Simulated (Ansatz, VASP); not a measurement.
## LiCl in VASP and in Ansatz

```
CELL_PARAMETERS angstrom
0.00000 2.52629 2.56476
2.52629 0.00000 2.56476
2.52629 2.52629 0.00000
ATOMIC_POSITIONS crystal
Li 0.00000 0.00000 0.00000
Cl 0.50000 0.50000 0.50000
```

Change from the starting cell: strain -0.015 along x and y, +0.000 along z, atoms carried along.

Alike in both runs: task single point; functional r2SCAN; k mesh 8 × 8 × 8; occupations gaussian, width 0.05 eV; no spin polarisation.

|  | VASP | Ansatz |
| --- | --- | --- |
| version | VASP 6.6.1 | Ansatz 0.2.0 |
| potentials or method | VASP PAW PBE potentials, release 64 (Li_sv, Cl), cutoff 520 eV | scalar-relativistic, plane waves, PAW |
| valence electrons in the cell | 10 | 10 |

```tsv
	VASP	Ansatz	Ansatz less VASP
gap on the k mesh at the Fermi level (eV)	7.47	7.39	-0.076
least direct gap on the mesh (eV)	7.47	7.39	-0.076
```

VASP's potentials were made for PBE, not for r2SCAN.

Noted on VASP's run: the cutoff is under 1.25 times that of the potentials, so the pressure is a little rough.
